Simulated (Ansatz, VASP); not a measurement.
# InAs3 in VASP and in Ansatz

```
In As
1.0
     2.97759    0.00000    0.00000
    -1.48880    2.57867    0.00000
     0.00000    0.00000   11.29272
In As
1 3
Direct
  0.00000 0.00000 0.50000
  0.00000 0.00000 0.75752
  0.00000 0.00000 0.24248
  0.00000 0.00000 0.00000
```

Alike in both runs: functional PBE; k mesh 18 × 18 × 4; occupations gaussian, width 0.1 eV; no spin polarisation.

Ansatz relaxed the structure, and its values are those at the end. VASP's run is a single point on that final structure, the one shown.

```csv
,VASP,Ansatz
version,VASP 6.6.1,Ansatz 0.2.0
potentials or method,"VASP PAW PBE potentials, release 64 (In_d, As), cutoff 520 eV","scalar-relativistic, plane waves, PAW"
valence electrons in the cell,28,58
```

```csv
,VASP,Ansatz,Ansatz less VASP
gap on the k mesh at the Fermi level (eV),none,none,-
pressure (GPa),0.0,0.0,-0.04
```

A gap of «none» marks a metal or a gap that the smearing closes. VASP's potentials hold 28 valence electrons a cell and Ansatz's 58, so a difference there can come from the potentials and not from the codes.
